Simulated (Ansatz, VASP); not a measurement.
**B2Te3 in VASP and in Ansatz**

```
B Te
1.0
     6.24596    0.00000    0.00000
    -3.12298    5.40916    0.00000
     0.00000    0.00000    3.24394
B Te
2 3
Direct
  0.33333 0.66667 0.50000
  0.66667 0.33333 0.50000
  0.37952 0.00000 0.00000
  0.00000 0.37952 0.00000
  0.62048 0.62048 0.00000
```

Alike in both runs: functional PBE; k mesh 3 × 3 × 6; occupations gaussian, width 0.1 eV; no spin polarisation.

Ansatz relaxed the structure, and its values are those at the end. VASP's run is a single point on that final structure, the one shown.

|  | VASP | Ansatz |
| --- | --- | --- |
| version | VASP 6.6.1 | Ansatz 0.2.0 |
| potentials or method | VASP PAW PBE potentials, release 64 (B, Te), cutoff 520 eV | scalar-relativistic, plane waves, PAW |
| valence electrons in the cell | 24 | 54 |

VASP gave:

* gap on the k mesh at the Fermi level (eV): none
* pressure (GPa): 0.0
* rms of the force components (eV/Å): 0.005

Q: Which values does Ansatz return?

A: gap on the k mesh at the Fermi level (eV): none; pressure (GPa): 0.0; rms of the force components (eV/Å): 0.004.

A gap of «none» marks a metal or a gap that the smearing closes. The functional is the same, so the differences come from potentials, cutoffs and numerics. VASP's potentials hold 24 valence electrons a cell and Ansatz's 54, so a difference there can come from the potentials and not from the codes.

The k mesh is coarse, so the values compare programs but aren't converged. Spin-orbit coupling is off throughout.
